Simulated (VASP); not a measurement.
Crystal: TiGePd3.

```xyz
5
Lattice="4.0014 0.0000 0.0000 0.0000 4.0014 0.0000 0.0000 0.0000 5.1393" Properties=species:S:1:pos:R:3 pbc="T T T"
Ti    0.0000    0.0000    2.5696
Ge    2.0007    2.0007    2.5696
Pd    0.0000    2.0007    2.5696
Pd    2.0007    0.0000    2.5696
Pd    2.0007    2.0007    0.0000
```

| Quantity | Value |
| --- | --- |
| Program | VASP 6.6.1 |
| Task | relaxation of cell and atoms |
| Functional | PBE |
| Potentials or basis | VASP PAW PBE potentials, release 64 (Ti_sv, Ge_d, Pd) |
| Cutoff | 600 eV |
| k mesh | 4 × 4 × 4 |
| Occupations | gaussian, width 0.1 eV |
| Spin | no spin polarisation |

At the start: pressure 112.4 GPa; volume 16.46 Å³/atom.

Task: How do energy, volume and symmetry change on relaxing?

Result: Over 19 steps the energy falls by 2961.2 meV/atom and the volume is 23.08 Å³/atom (+40.3 %); space group P4/mmm (No. 123, to 0.05 Å).

The path:
```
step  energy change (eV)  largest force (eV/Å)  pressure (GPa)  volume (Å³)
   1              0.0000                0.0000          112.38        82.29
   2              4.5299                0.0000          -28.06       272.40
   3              5.5947                0.0000            4.47       152.23
   4             -8.2164                0.0000           -5.19       153.98
   5            -12.6902                0.0000           -6.28       134.89
   6             -7.7677                0.0000           56.63        91.56
   7            -14.3158                0.0000           -6.59       130.49
   8            -13.9619                0.0000           10.00       110.15
   9            -14.5836                0.0000           -3.12       124.04
  10            -14.6182                0.0000           -2.99       122.53
  11            -14.6140                0.0000           -1.19       121.14
  12            -14.6193                0.0000           -1.80       121.94
  13            -14.7017                0.0000            3.81       111.72
  14            -14.7159                0.0000            2.18       114.34
  15            -14.7893                0.0000            0.23       114.35
  16            -14.8030                0.0000            0.82       114.38
  17            -14.8030                0.0000            0.70       114.37
  18            -14.8053                0.0000           -0.18       115.71
  19            -14.8058                0.0000            0.00       115.42
```

Final structure:
```
Ti Ge Pd
1.0
     4.94228    0.00000    0.00000
     0.00000    4.94228    0.00000
     0.00000    0.00000    4.72535
Ti Ge Pd
1 1 3
Direct
  0.00000 0.00000 0.50000
  0.50000 0.50000 0.50000
  0.00000 0.50000 0.50000
  0.50000 0.00000 0.50000
  0.50000 0.50000 0.00000
```

Caveat: the k points lie up to 0.33 Å⁻¹ apart in the final cell; the volume moved by over 15 % at a fixed basis, so the end points are rough.
